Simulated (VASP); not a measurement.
Here is a VASP 6.6.1 calculation.

The input INCAR:

```
ALGO     = Normal         # electronic algorithm
EDIFF    = 1E-7           # SCF threshold, eV
EDIFFG   = -0.005         # ionic threshold
ENCUT    = 500            # plane-wave cutoff, eV
GGA      = PE             # functional
GGA_COMPAT= F            
IBRION   = 2              # ionic algorithm
ISIF     = 3              # what is computed and relaxed
ISMEAR   = -1             # smearing method
IVDW     = 12             # dispersion correction
LASPH    = T              # aspherical terms in the spheres
LCHARG   = F              # write CHGCAR
LREAL    = F              # projectors in reciprocal space
LWAVE    = F              # write WAVECAR
NELM     = 120            # most SCF steps
NELMIN   = 4            
NSW      = 80             # ionic steps
PREC     = Accurate       # precision mode
SIGMA    = 0.15           # smearing width, eV
```

File KPOINTS:

```
k-points
0
Gamma
  15 15 15
```

The input POSCAR:

```
W
1.0
   -1.5823450000      1.5823450000      1.5823450000
    1.5823450000     -1.5823450000      1.5823450000
    1.5823450000      1.5823450000     -1.5823450000
W
1
Direct
    0.0000000000      0.0000000000      0.0000000000
```

Potentials or basis: VASP PAW PBE potentials, release 64 (W_sv).

Run with:

```sh
$ cat potpaw_PBE.64/W_sv/POTCAR > POTCAR
$ mpirun -np 1 vasp_std > vasp.out
```

(1) Predict the band gap on the k mesh.

(2) Estimate the space group after relaxing (to 0.1 Å).

Answers

(1) zero (bands 7 and 8 overlap by 5.90 eV).

(2) Im-3m (No. 229).

Caveat: spin-orbit coupling is left out, which moves the levels of the heavy elements.
